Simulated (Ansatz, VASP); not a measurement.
**Two plane-wave programs on BAs**

The input INCAR:

```
SYSTEM = BAs
PREC = Accurate
ENCUT = 520
EDIFF = 1E-7
ISMEAR = -1
SIGMA = 0.05
LREAL = .FALSE.
LASPH = .TRUE.
NELM = 150
ALGO = Normal
ISIF = 2
LWAVE = .FALSE.
LCHARG = .FALSE.
MAGMOM = 0 0 0 0 0 0
LORBIT = 11
LSORBIT = .TRUE.
GGA_COMPAT = .FALSE.
LORBMOM = .TRUE.
GGA = CA
NBANDS = 20
```

The input KPOINTS:

```
Automatic mesh
0
G
  9 6 5
  0 0 0
```

POSCAR

```
BAs
1.0
    2.1275493300      0.0000000000      0.0000000000
    0.0000000000      3.1740629400      0.0000000000
    0.0000000000      0.0000000000      4.9509801800
B As
1 1
Direct
    0.0000000000      0.5000000000      0.0000000000
    0.5000000000      0.5000000000      0.5000000000
```

Contents of input.yaml:

```yaml
crystal:
  lattice:
    - [2.12754933, 0.0, 0.0]
    - [0.0, 3.17406294, 0.0]
    - [0.0, 0.0, 4.95098018]
  atoms:
    - { symbol: B, position: [0.0, 0.5, 0.0] }
    - { symbol: As, position: [0.5, 0.5, 0.5] }
hamiltonian:
  xc: lda
  pseudopotentials: { kind: paw_fr }
magnetization:
  noncollinear: true
  spin_orbit: true
kpoints:
  mp_grid: { grid: [9, 6, 5] }
  band_path:
    path:
      - [[0.0, 0.0, 0.0], [0.5, 0.0, 0.0], [0.5, 0.5, 0.0], [0.0, 0.5, 0.0], [0.0, 0.0, 0.0], [0.0, 0.0, 0.5], [0.5, 0.0, 0.5], [0.5, 0.5, 0.5], [0.0, 0.5, 0.5], [0.0, 0.0, 0.5]]
      - [[0.0, 0.5, 0.0], [0.0, 0.5, 0.5]]
      - [[0.5, 0.0, 0.5], [0.5, 0.0, 0.0]]
      - [[0.5, 0.5, 0.0], [0.5, 0.5, 0.5]]
    npoints: 14
scf:
  occupations: { method: fermi_dirac, width: 0.05 }
  n_extra_bands: 6
output:
  forces: true
  stress: true
  eigenvalues: true
  fatbands: false
```

Alike in both runs: functional LDA; k mesh 9 × 6 × 5; occupations fermi-dirac, width 0.05 eV; non-collinear spin, spin-orbit coupling.

|  | VASP | Ansatz |
| --- | --- | --- |
| version | VASP 6.6.1 | Ansatz 0.2.0 |
| potentials or method | VASP PAW LDA potentials, release 64 (B, As) | Ansatz PAW |
| plane-wave cutoff (eV) | 520 | 420 |
| valence electrons in the cell | 8 | 18 |
| task | single point | band structure |

```csv
,VASP,Ansatz,Ansatz less VASP
pressure (GPa),1.1,0.5,-0.57
"traceless stress, the component that is largest in VASP (GPa)",20.94,20.07,-0.869
net moment per atom (μB),0.00,0.00,0.000
```

LDA's correlation is that of Perdew and Zunger in VASP and of Perdew and Wang (1992) in Ansatz. VASP's potentials hold 8 valence electrons a cell and Ansatz's 18, so a difference there can come from the potentials and not from the codes.
